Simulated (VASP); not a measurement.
# CaIrN2 (R-3m) in VASP: notebook

CaIrN2 is run at these levels: PBEsol, RPBE, revPBE; tasks: density of states.

Everything below comes from runs of VASP 6.6.1. Logs are shortened: lines on timing, memory, paths and dates and some standing lists are left out, and cuts for length are marked.

**1. The cell of the first run**

The structure is trigonal, space group R-3m (No. 166). The conventional cell has a = 3.298 Å, b = 3.298 Å, c = 15.028 Å, α = 90.00°, β = 90.00°, γ = 120.00°. Ir (site symmetry -3m) has 6 N at 2.13 Å within 2.8 Å. Ca (site symmetry -3m) has 6 N at 2.45 Å and 6 Ir at 3.15 Å within 3.2 Å. N (site symmetry 3m) has 3 Ir at 2.13 Å and 3 Ca at 2.45 Å and 3 N at 2.71 Å within 2.8 Å.

**2. Density of states, PBEsol**

POSCAR

```
CaIrN2
1.0
    1.6488500006      0.9519639917      5.0094002244
   -1.6488500006      0.9519639917      5.0094002244
    0.0000000000     -1.9039279834      5.0094002244
Ir Ca N
1 1 2
Direct
    0.5000000000      0.5000000000      0.5000000000
    0.0000000000      0.0000000000      0.0000000000
    0.2308810000      0.2308810000      0.2308810000
    0.7691190000      0.7691190000      0.7691190000
```

INCAR.step1

```
SYSTEM = CaIrN2
  PREC = Accurate
  ENCUT = 520
  EDIFF = 1E-7
  ISMEAR = -1
  SIGMA = 0.05
  LREAL = .False.
  LASPH = .True.
  NELM = 60
  ALGO = Normal
  ISIF = 2
  LWAVE = .False.
  LCHARG = .True.
  LMAXMIX = 4
  GGA = PS
  NBANDS = 22
```

KPOINTS.step1

```
regular mesh
0
Gamma
  5 5 5
  0 0 0
```

INCAR.step2

```
SYSTEM = CaIrN2
  PREC = Accurate
  ENCUT = 520
  EDIFF = 1E-7
  ISMEAR = -5
  SIGMA = 0.05
  LREAL = .False.
  LASPH = .True.
  NELM = 60
  ALGO = Normal
  ISIF = 2
  LWAVE = .False.
  LCHARG = .False.
  LMAXMIX = 4
  GGA = PS
  LORBIT = 11
  NBANDS = 22
  NEDOS = 1001
  ICHARG = 11
```

KPOINTS.step2

```
regular mesh
0
Gamma
  8 8 8
  0 0 0
```

Potentials or basis: VASP PAW PBE potentials, release 64 (Ir, Ca_sv, N).

Run with:

```bash
cat potpaw_PBE.64/Ir/POTCAR potpaw_PBE.64/Ca_sv/POTCAR potpaw_PBE.64/N/POTCAR > POTCAR
cp INCAR.step1 INCAR
cp KPOINTS.step1 KPOINTS
mpirun -np 1 vasp_std > vasp.out
cp INCAR.step2 INCAR
cp KPOINTS.step2 KPOINTS
mpirun -np 1 vasp_std > vasp.out
```

OUTCAR:

```text
SYSTEM = CaIrN2
   PREC = Accurate
   ENCUT = 520
   EDIFF = 1E-7
   ISMEAR = -5
   LREAL = .False.
   LASPH = .True.
   NELM = 60
   ISIF = 2
   GGA = PS
   LORBIT = 11
   ICHARG = 11

 ion  position               nearest neighbor table
   1  0.500  0.500  0.500-   3 2.13   3 2.13   4 2.13   4 2.13   3 2.13   4 2.13   2 3.15   2 3.15
                             2 3.15   2 3.15   2 3.15   2 3.15
   2  0.000  0.000  0.000-   4 2.45   4 2.45   3 2.45   3 2.45   4 2.45   3 2.45   1 3.15   1 3.15
                             1 3.15   1 3.15   1 3.15   1 3.15
   3  0.231  0.231  0.231-   1 2.13   1 2.13   1 2.13   2 2.45   2 2.45   2 2.45
   4  0.769  0.769  0.769-   1 2.13   1 2.13   1 2.13   2 2.45   2 2.45   2 2.45

  LATTYP: Found a trigonal (rhomboedric) cell.
 ALAT       =     5.3590141233
 COS(alpha) =     0.8106686681

  Lattice vectors:

 A1 = (   1.6488500006,   0.9519639917,   5.0094002244)
 A2 = (  -1.6488500006,   0.9519639917,   5.0094002244)
 A3 = (   0.0000000000,  -1.9039279834,   5.0094002244)

Analysis of symmetry for initial positions (statically):
=====================================================================
 Subroutine PRICEL returns:
 Original cell was already a primitive cell.

 Routine SETGRP: Setting up the symmetry group for a
 trigonal (rhombohedral) supercell.

 Subroutine GETGRP returns: Found 12 space group operations
 (whereof 12 operations were pure point group operations)
 out of a pool of 12 trial point group operations.

The static configuration has the point symmetry D_3d.

Analysis of symmetry for dynamics (positions and initial velocities):
=====================================================================
 Subroutine PRICEL returns:
 Original cell was already a primitive cell.

 Routine SETGRP: Setting up the symmetry group for a
 trigonal (rhombohedral) supercell.

 Subroutine GETGRP returns: Found 12 space group operations
 (whereof 12 operations were pure point group operations)
 out of a pool of 12 trial point group operations.

The dynamic configuration has the point symmetry D_3d.

 Subroutine INISYM returns: Found 12 space group operations
 (whereof 12 operations are pure point group operations),
 and found     1 'primitive' translations

----------------------------------------------------------------------------------------

                                     Primitive cell

  volume of cell :      47.1779

  direct lattice vectors                    reciprocal lattice vectors
     1.648850001  0.951963992  5.009400224     0.303241653  0.175076650  0.066541566
    -1.648850001  0.951963992  5.009400224    -0.303241653  0.175076650  0.066541566
     0.000000000 -1.903927983  5.009400224     0.000000000 -0.350153300  0.066541566

  length of vectors
     5.359014123  5.359014123  5.359014123     0.356419856  0.356419856  0.356419856

  position of ions in fractional coordinates (direct lattice)
     0.500000000  0.500000000  0.500000000
     0.000000000  0.000000000  0.000000000
     0.230881000  0.230881000  0.230881000
     0.769119000  0.769119000  0.769119000

  ion indices of the primitive-cell ions
   primitive index   ion index
                 1           1
                 2           2
                 3           3
                 4           4

----------------------------------------------------------------------------------------

 KPOINTS: regular mesh

Automatic generation of k-mesh.
 Grid dimensions read from file:
 generate k-points for:    8    8    8

 Generating k-lattice:

  Cartesian coordinates                     Fractional coordinates (reciprocal lattice)
     0.037905207  0.021884581  0.008317696     0.125000000  0.000000000 -0.000000000
    -0.037905207  0.021884581  0.008317696     0.000000000  0.125000000 -0.000000000
     0.000000000 -0.043769163  0.008317696    -0.000000000 -0.000000000  0.125000000

  Length of vectors
     0.044552482  0.044552482  0.044552482

  Shift w.r.t. Gamma in fractional coordinates (k-lattice)
     0.000000000  0.000000000  0.000000000

 TETIRR: Found    256 inequivalent tetrahedra from     3072

 Subroutine IBZKPT returns following result:
 ===========================================

 Found     65 irreducible k-points:

 Following reciprocal coordinates:
            Coordinates               Weight
  0.000000  0.000000  0.000000      1.000000
  0.125000  0.000000 -0.000000      6.000000
  0.250000  0.000000 -0.000000      6.000000
  0.375000  0.000000 -0.000000      6.000000
  0.500000  0.000000 -0.000000      3.000000
  0.125000  0.125000 -0.000000      6.000000
[... 16 lines left out ...]
  0.250000  0.125000  0.125000      6.000000
  0.375000  0.125000  0.125000      6.000000
 [... further k-points ...]
   k-points           NKPTS =     65   k-points in BZ     NKDIM =     65   number of bands    NBANDS=     22
   number of dos      NEDOS =   1001   number of ions     NIONS =      4
   total plane-waves  NPLWV =  64000
   dimension x,y,z NGX =    40 NGY =   40 NGZ =   40
   dimension x,y,z NGXF=    80 NGYF=   80 NGZF=   80
   ions per type =               1   1   2
   NGX,Y,Z   is equivalent  to a cutoff of  12.41, 12.41, 12.41 a.u.
   NGXF,Y,Z  is equivalent  to a cutoff of  24.82, 24.82, 24.82 a.u.
 SYSTEM =  CaIrN2
   PREC   = accura    normal or accurate (medium, high low for compatibility)
   ISTART =      0    job   : 0-new  1-cont  2-samecut
   ICHARG =     11    charge: 1-file 2-atom 10-const
   ISPIN  =      1    spin polarized calculation?
   LNONCOLLINEAR =      F non collinear calculations
   LSORBIT =      F    spin-orbit coupling
   LASPH  =      T    aspherical Exc in radial PAW
   ENCUT  =  520.0 eV  38.22 Ry    6.18 a.u.   9.96  9.96  9.96*2*pi/ulx,y,z
   NELM   =     60;   NELMIN=  2; NELMDL=  0     # of ELM steps
   EDIFF  = 0.1E-06   stopping-criterion for ELM
   LREAL  =      F    real-space projection
   EDIFFG = 0.1E-05   stopping-criterion for IOM
   NSW    =      0    number of steps for IOM
   IBRION =     -1    ionic relax: 0-MD 1-quasi-New 2-CG
   NFREE  =      0    steps in history (QN), initial steepest desc. (CG)
   ISIF   =      2    stress and relaxation
   ISYM   =      2    0-nonsym 1-usesym 2-fastsym
   POTIM  = 0.5000    time-step for ionic-motion
   TEBEG  =    0.0;   TEEND  =   0.0 temperature during run
   PSTRESS=    0.0 pullay stress
   NELECT =      29.0000    total number of electrons
   NUPDOWN=      -1.0000    fix difference up-down
   EMIN   =  10.00;   EMAX   =-10.00  energy-range for DOS
   EFERMI =   0.00;   METHOD = LEGACY
   ISMEAR =    -5;   SIGMA  =   0.05  broadening in eV -4-tet -1-fermi 0-gaus
   EFERMI_NEDOS =   21; number of points for ismear=-14 and -15
   IALGO  =     38    algorithm
   IMIX   =      4    mixing-type and parameters
     AMIX     =   0.40;   BMIX     =  1.00
     AMIX_MAG =   1.60;   BMIX_MAG =  1.00
  volume/ion in A,a.u.               =      11.79        79.59
  Fermi-wavevector in a.u.,A,eV,Ry     =   1.391964  2.630430 26.362149  1.937563
  Thomas-Fermi vector in A             =   2.515752
   LORBIT       =     11    0 simple, 1 ext, 2 COOP (PROOUT), +10 PAW based schemes
   GGA     = PS    functional components
   LHFCALC =     F    Hartree Fock is set to
   AEXX    =    0.0000 exact exchange contribution
   IVDW    =     0    specifies the selected vdW correction
   LEPSILON=     F    determine dielectric tensor
   LRPA    =     F    only Hartree local field effects (RPA)
 non-spin polarized calculation
 Fermi weights with tetrahedron method with Bloechl corrections
  energy-cutoff  :      520.00
  volume of cell :       47.18
 maximum number of plane-waves:      1287

 number of electron      28.9999998 magnetization

 Free energy of the ion-electron system (eV)
  ---------------------------------------------------
  ext. energy  EPLUGINS =         0.00000000
  ---------------------------------------------------
  free energy    TOTEN  =       -30.52565263 eV

  energy without entropy =      -30.52565263  energy(sigma->0) =      -30.52565263

 E-fermi :   6.5704     XC(G=0): -12.3128

 val. band max:        6.6025620346   @ k =  -0.2500   0.5000   0.2500
 cond. band min:       6.5762087768   @ k =  -0.2500   0.3750   0.1250
 fundamental gap:     -0.0263532577
 Fermi energy:         6.5704257614

 k-point     1 :       0.0000    0.0000    0.0000
  band No.  band energies     occupation
      1     -32.6396      2.00000
      2     -14.0669      2.00000
      3     -13.5108      2.00000
      4     -13.5108      2.00000
      5      -9.4680      2.00000
      6      -6.1547      2.00000
[... 14 lines left out ...]
     21      12.2337      0.00000
     22      12.8859      0.00000

 k-point     2 :       0.1250    0.0000   -0.0000
  band No.  band energies     occupation
      1     -32.6256      2.00000
      2     -14.0354      2.00000
      3     -13.6403      2.00000
      4     -13.5337      2.00000
      5      -9.2017      2.00000
      6      -6.4021      2.00000
[... 14 lines left out ...]
     21      12.4136      0.00000
     22      13.6375      0.00000

 k-point     3 :       0.2500    0.0000   -0.0000
  band No.  band energies     occupation
      1     -32.5917      2.00000
      2     -13.9620      2.00000
      3     -13.9219      2.00000
      4     -13.5885      2.00000
      5      -8.5518      2.00000
      6      -6.8739      2.00000
[... 14 lines left out ...]
     21      13.0226      0.00000
     22      14.2827      0.00000
[... 476 lines left out ...]
 k-point    23 :       0.2500    0.1250    0.1250
  band No.  band energies     occupation
      1     -32.6253      2.00000
      2     -14.0622      2.00000
      3     -13.6388      2.00000
      4     -13.5342      2.00000
      5      -9.0972      2.00000
      6      -6.4956      2.00000
[... 14 lines left out ...]
     21      12.5366      0.00000
     22      13.4565      0.00000

 k-point    24 :       0.3750    0.1250    0.1250
  band No.  band energies     occupation
      1     -32.5914      2.00000
      2     -13.9759      2.00000
      3     -13.9244      2.00000
      4     -13.5889      2.00000
      5      -8.5032      2.00000
      6      -6.8666      2.00000
[... 14 lines left out ...]
     21      12.6997      0.00000
     22      14.5634      0.00000

 [... further k-points ...]
[... 5 lines left out ...]
  --------------------------------------------------------------------------------------
  -------------------------------------------------------------------------------------
  Total       -2.6147461     -2.6147461     -1.9386930     -0.0000000     -0.0000000      0.0000000
  in kB      -88.7976468    -88.7976468    -65.8386587     -0.0000000     -0.0000000      0.0000000
  external PRESSURE =     -81.1446508 kB  Pullay stress =       0.0000000 kB

 VOLUME and BASIS-vectors are now :
 -----------------------------------------------------------------------------
  energy-cutoff  :      520.00
  volume of cell :       47.18
      direct lattice vectors                 reciprocal lattice vectors
     1.648850001  0.951963992  5.009400224     0.303241653  0.175076650  0.066541566
    -1.648850001  0.951963992  5.009400224    -0.303241653  0.175076650  0.066541566
     0.000000000 -1.903927983  5.009400224     0.000000000 -0.350153300  0.066541566

 POSITION                                       TOTAL-FORCE (eV/Angst)
 -----------------------------------------------------------------------------------
      0.00000      0.00000      7.51410        -0.000000     -0.000000      0.000000
      0.00000      0.00000      0.00000         0.000000     -0.000000      0.000000
      0.00000      0.00000      3.46973        -0.000000     -0.000000     -0.234586
      0.00000      0.00000     11.55847        -0.000000      0.000000      0.234586
 -----------------------------------------------------------------------------------
    total drift:                                0.000000      0.000000      0.000000

  FREE ENERGIE OF THE ION-ELECTRON SYSTEM (eV)
  ---------------------------------------------------
  free  energy   TOTEN  =       -30.5256526320 eV

  energy  without entropy=      -30.5256526320  energy(sigma->0) =      -30.52565263

 total charge

# of ion       s       p       d       tot
------------------------------------------
    1        0.648   0.737   6.905   8.290
    2        2.039   5.874   0.374   8.287
    3        1.239   2.375   0.000   3.614
    4        1.239   2.375   0.000   3.614
--------------------------------------------------
tot          5.166  11.361   7.278  23.805
```

Run time: 1.8 min. Hardware: 1 thread of Intel Xeon Platinum 8488C (Sapphire Rapids), shared host; peak memory 0.28 GiB.

Results:

```yaml
Valence_electrons_inside_the_program's_atomic_spheres: Ir 8.29; Ca 8.29; N 3.61
```

Levels at points of the mesh, in eV from the Fermi level:
```
           k point  band 11  band 12  band 13  band 14  band 15  band 16  band 17  band 18
(0.00, 0.00, 0.00)    -2.34    -1.23    -1.23    -0.88    -0.25     3.00     3.00     3.67
(0.50, 0.00, 0.00)    -3.17    -2.78    -1.42    -1.24    -0.73     2.87     3.29     4.00
(0.50, 0.50, 0.00)    -2.75    -2.18    -1.45    -1.29    -1.02     2.95     3.33     4.54
(0.50, 0.50, 0.50)    -2.20    -2.20    -1.84    -1.84    -0.21     3.11     4.41     4.41
```

Caveat: the k points lie up to 0.45 Å⁻¹ apart; the PAW data sets were made with another functional, which shifts forces and pressure a little; spin-orbit coupling is left out, which moves the levels of the heavy elements; tetrahedron occupations give inexact forces and stress in metals.

**3. Density of states, RPBE**

POSCAR is that of step 2.

INCAR.step1

```
PREC = Accurate
ENCUT = 520
EDIFF = 1E-6
ISMEAR = -1
SIGMA = 0.05
LREAL = False
LASPH = True
NELM = 80
ALGO = Normal
ISIF = 2
LWAVE = False
LCHARG = True
LMAXMIX = 4
GGA = RP
NBANDS = 22
```

KPOINTS.step1

```
regular mesh
0
Gamma
  5 5 5
```

INCAR.step2

```
PREC = Accurate
ENCUT = 520
EDIFF = 1E-6
ISMEAR = -5
SIGMA = 0.05
LREAL = False
LASPH = True
NELM = 80
ALGO = Normal
ISIF = 2
LWAVE = False
LCHARG = False
LMAXMIX = 4
GGA = RP
LORBIT = 11
NEDOS = 2001
ICHARG = 11
```

KPOINTS.step2

```
regular mesh
0
Gamma
  8 8 8
```

Potentials or basis: VASP PAW PBE potentials, release 64 (Ir, Ca_sv, N).

Run with:

```bash
cat potpaw_PBE.64/Ir/POTCAR potpaw_PBE.64/Ca_sv/POTCAR potpaw_PBE.64/N/POTCAR > POTCAR
cp INCAR.step1 INCAR
cp KPOINTS.step1 KPOINTS
mpirun -np 1 vasp_std > vasp.out
cp INCAR.step2 INCAR
cp KPOINTS.step2 KPOINTS
mpirun -np 1 vasp_std > vasp.out
```

It took 83 s on 1 thread of Intel Xeon Platinum 8488C (Sapphire Rapids), shared host; peak memory 0.27 GiB.

The run converged. Its results:

```
Valence electrons inside the program's atomic spheres : Ir 8.30; Ca 8.29; N 3.65
```

Levels at points of the mesh, in eV from the Fermi level:
```csv
k point,band 12,band 13,band 14,band 15,band 16,band 17
"(0.00, 0.00, 0.00)",-1.22,-1.22,-0.88,-0.25,3.05,3.05
"(0.50, 0.00, 0.00)",-2.74,-1.42,-1.24,-0.72,2.97,3.31
"(0.50, 0.50, 0.00)",-2.15,-1.45,-1.29,-1.00,2.97,3.37
"(0.50, 0.50, 0.50)",-2.19,-1.82,-1.82,-0.22,3.26,4.45
```

Caveat: the k points lie up to 0.45 Å⁻¹ apart; the PAW data sets were made with another functional, which shifts forces and pressure a little; spin-orbit coupling is left out, which moves the levels of the heavy elements; tetrahedron occupations give inexact forces and stress in metals.

**4. Density of states, revPBE**

POSCAR is that of step 3.

INCAR.step1

```
PREC = Accurate ; ENCUT = 520
EDIFF = 1E-6 ; ISMEAR = -1
SIGMA = 0.05 ; LREAL = False
LASPH = True ; NELM = 80
ALGO = Normal ; ISIF = 2
LWAVE = False ; LCHARG = True
LMAXMIX = 4 ; GGA = RE
NBANDS = 22
```

KPOINTS.step1 is that of step 3.

INCAR.step2

```
PREC = Accurate ; ENCUT = 520
EDIFF = 1E-6 ; ISMEAR = -5
SIGMA = 0.05 ; LREAL = False
LASPH = True ; NELM = 80
ALGO = Normal ; ISIF = 2
LWAVE = False ; LCHARG = False
LMAXMIX = 4 ; GGA = RE
LORBIT = 11 ; NBANDS = 22
NEDOS = 1001 ; ICHARG = 11
```

KPOINTS.step2 is that of step 3.

Run with:

```bash
cat potpaw_PBE.64/Ir/POTCAR potpaw_PBE.64/Ca_sv/POTCAR potpaw_PBE.64/N/POTCAR > POTCAR
cp INCAR.step1 INCAR
cp KPOINTS.step1 KPOINTS
mpirun -np 1 vasp_std > vasp.out
cp INCAR.step2 INCAR
cp KPOINTS.step2 KPOINTS
mpirun -np 1 vasp_std > vasp.out
```

It took 90 s on 1 thread of Intel Xeon Platinum 8488C (Sapphire Rapids), shared host; peak memory 0.28 GiB.

It converged, with:

```
Valence electrons inside the program's atomic spheres : Ir 8.30; Ca 8.29; N 3.64
```

Levels at points of the mesh, in eV from the Fermi level:
```csv
k point,band 10,band 11,band 12,band 13,band 14,band 15,band 16,band 17,band 18,band 19
"(0.00, 0.00, 0.00)",-2.33,-2.33,-1.22,-1.22,-0.88,-0.25,3.05,3.05,3.75,5.53
"(0.50, 0.00, 0.00)",-4.24,-3.13,-2.74,-1.42,-1.24,-0.72,2.96,3.31,4.03,6.71
"(0.50, 0.50, 0.00)",-4.06,-2.72,-2.15,-1.45,-1.29,-1.00,2.97,3.36,4.57,6.48
"(0.50, 0.50, 0.50)",-2.74,-2.19,-2.19,-1.82,-1.82,-0.22,3.24,4.44,4.44,5.08
```

Caveat: the k points lie up to 0.45 Å⁻¹ apart; the PAW data sets were made with another functional, which shifts forces and pressure a little; spin-orbit coupling is left out, which moves the levels of the heavy elements; tetrahedron occupations give inexact forces and stress in metals.
